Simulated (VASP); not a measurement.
# CuO: relaxation of cell and atoms with PBEsol

Crystal: CuO.

```
Cu O
1.0
     2.87950    0.00000    0.00000
     0.03907    2.87928    0.00000
     0.01750    0.01724    5.17634
Cu O
2 2
Cartesian
  0.0195 1.4396 0.0000
  1.4485 0.0086 2.5882
  2.8881 0.0177 3.8817
  0.0479 2.8788 1.2947
```

```
Program                : VASP 6.6.1
Task                   : relaxation of cell and atoms
Functional             : PBEsol
Potentials or basis    : VASP PAW PBE potentials, release 64 (Cu, O)
Cutoff                 : 600 eV
k mesh                 : 9 × 9 × 5
Occupations            : fermi-dirac, width 0.05 eV
Spin                   : no spin polarisation
Dipole correction      : no
Further INCAR settings : ALGO = Normal; EDIFF = 1e-06; IBRION = 2; EDIFFG = -0.01; NSW = 60; ISIF = 3
```

* Relaxed volume: 10.70 Å³/atom
* Relaxed cell: a = 2.897 Å, b = 2.896 Å, c = 5.101 Å, α = 89.80°, β = 89.81°, γ = 89.30°
* Space group after relaxing (to 0.1 Å): P4_2/mmc (No. 131)
* Energy gained by relaxing: 1.8 meV/atom
* Ionic steps: 5
* Pressure after relaxing: 0.0 GPa
* Largest force after relaxing: 0.009 eV/Å
* Band gap on the k mesh: zero (bands 17 and 18 overlap by 0.98 eV)

Forces in eV/Å, atoms in the order of the input:
```
Cu   0.000  0.000  0.000
Cu   0.000  0.000  0.000
O    0.002 -0.001 -0.009
O   -0.002  0.001  0.009
```

Stress tensor (GPa, compression positive):
```
 0.04 -0.08 -0.01
-0.08  0.09 -0.02
-0.01 -0.02 -0.02
```

The path:
```
step  energy change (eV)  largest force (eV/Å)  pressure (GPa)  volume (Å³)
   1              0.0000                0.0124           -1.39        42.92
   2             -0.0043                0.0042            1.45        42.34
   3             -0.0047                0.0068            0.80        42.47
   4             -0.0066                0.0038            0.35        42.65
   5             -0.0071                0.0091            0.04        42.79
```

Final structure:
```xyz
4
Lattice="2.8967 -0.0019 -0.0002 0.0374 2.8960 0.0000 0.0172 0.0174 5.1009" Properties=species:S:1:pos:R:3 pbc="T T T"
Cu    0.0359    1.4654    5.1009
Cu    1.4569    0.0077    2.5503
O     2.9056    0.0153    3.8258
O     0.0457    2.8962    1.2749
```

Levels at points of the mesh, in eV from the Fermi level:
```tsv
k point	band 14	band 15	band 16	band 17	band 18	band 19	band 20	band 21
(0.00, 0.00, 0.00)	-2.45	-2.36	-1.97	0.71	0.74	1.47	6.04	7.43
```

It took 4.2 min on 1 thread of Intel(R) Xeon(R) 6975P-C (Granite Rapids), on a shared host, peak memory 0.32 GiB.

Caveat: the PAW data sets were made with another functional, which shifts forces and pressure a little; semilocal functionals often make such compounds metallic where correlation or magnetic order opens a gap, which also shifts bond lengths. With open d or f shells a metallic result of PBEsol can be an artefact of self-interaction; +U or a hybrid may open a gap.
